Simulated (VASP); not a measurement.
Input of a VASP 6.6.1 run:

The input INCAR:

```
SYSTEM = La4ZnGa3O12
  PREC = Accurate
  ENCUT = 520
  EDIFF = 1E-6
  ISMEAR = -1
  SIGMA = 0.05
  LREAL = Auto
  LASPH = .True.
  NELM = 200
  ALGO = Normal
  ISIF = 2
  LWAVE = .False.
  LCHARG = .False.
  ISPIN = 2
  MAGMOM = 0 0 0 0 0 0 0 0 0.143 0.143 0 0 0 0 0 0 0.143 0.143 0 0 0 0 0.143 0.143 0.143 0 0 0.143 0.143 0 0 0.143 0.143 0 0.143 0 0 0.143 0 0.143
  LORBIT = 11
  LMAXMIX = 6
  GGA = PS
  NBANDS = 197
  ISYM = -1
  GGA_COMPAT = .False.
```

File KPOINTS:

```
explicit points
1
Reciprocal
  0.25000000   0.25000000   0.25000000 1
```

The input POSCAR:

```
La4ZnGa3O12
1.0
    7.7293080000      0.0000000000      0.0000000000
    0.0000000000      7.7293080000      0.0000000000
    0.0000000000      0.0000000000      7.7293080000
La Zn Ga O
8 2 6 24
Direct
    0.0009000000      0.0165040000      0.9893280000
    0.0031530000      0.0114970000      0.4817120000
    0.9999130000      0.5106090000      0.9813990000
    0.9999960000      0.5172310000      0.4899840000
    0.4997120000      0.9830400000      0.0095180000
    0.4997950000      0.9896560000      0.5181110000
    0.4965350000      0.4887730000      0.0178360000
    0.4987650000      0.4837620000      0.5101890000
    0.2498420000      0.2501460000      0.2497590000
    0.7498400000      0.7501430000      0.7497570000
    0.2498390000      0.2501350000      0.7497660000
    0.2498450000      0.7501210000      0.2497560000
    0.2498500000      0.7501310000      0.7497540000
    0.7498560000      0.2501320000      0.2497610000
    0.7498500000      0.2501250000      0.7497660000
    0.7498470000      0.7501360000      0.2497580000
    0.2099040000      0.2804810000      0.9941600000
    0.2897840000      0.2197750000      0.5053730000
    0.2904110000      0.7199590000      0.0005270000
    0.2092730000      0.7803080000      0.4989850000
    0.7874550000      0.2777850000      0.9999550000
    0.7122230000      0.2224900000      0.4995790000
    0.7078820000      0.7211940000      0.0027320000
    0.7918110000      0.7790690000      0.4967960000
    0.9965000000      0.2827630000      0.2913410000
    0.9980090000      0.2106090000      0.7179020000
    0.9976810000      0.7075380000      0.2185310000
    0.0075890000      0.7811790000      0.7943600000
    0.5032060000      0.2174890000      0.2081960000
    0.5016750000      0.2896510000      0.7816260000
    0.5020140000      0.7927270000      0.2809720000
    0.4921030000      0.7190780000      0.7051440000
    0.2093450000      0.9936720000      0.2175210000
    0.2877030000      0.0013180000      0.7801410000
    0.2903430000      0.5065790000      0.2819880000
    0.2119810000      0.4989550000      0.7193710000
    0.7897440000      0.0003260000      0.2238240000
    0.7089530000      0.0027570000      0.7770550000
    0.7099430000      0.4999540000      0.2757040000
    0.7907470000      0.4975010000      0.7224680000
```

Potentials or basis: VASP PAW PBE potentials, release 64 (La, Zn, Ga_d, O).

The run is started by

```sh
$ cat potpaw_PBE.64/La/POTCAR potpaw_PBE.64/Zn/POTCAR potpaw_PBE.64/Ga_d/POTCAR potpaw_PBE.64/O/POTCAR > POTCAR
$ mpirun -np 1 vasp_std > vasp.out
```

(1) Estimate the largest force.

(2) Predict the net moment.

(3) Predict the pressure.

(4) What does it give for the site moments?

## Answers

(1) 0.094 eV/Å.

(2) 0.54 μB per cell.

(3) 5.0 GPa.

(4) La +0.00, -0.00 (each value once); Zn -0.05, +0.12; Ga -0.01, -0.00, +0.00, +0.01 (each value once); O -0.03, +0.00, +0.01, +0.11, +0.02, -0.02, -0.01, +0.09 (each value once) μB.

Caveat: the PAW data sets were made with another functional, which shifts forces and pressure a little.
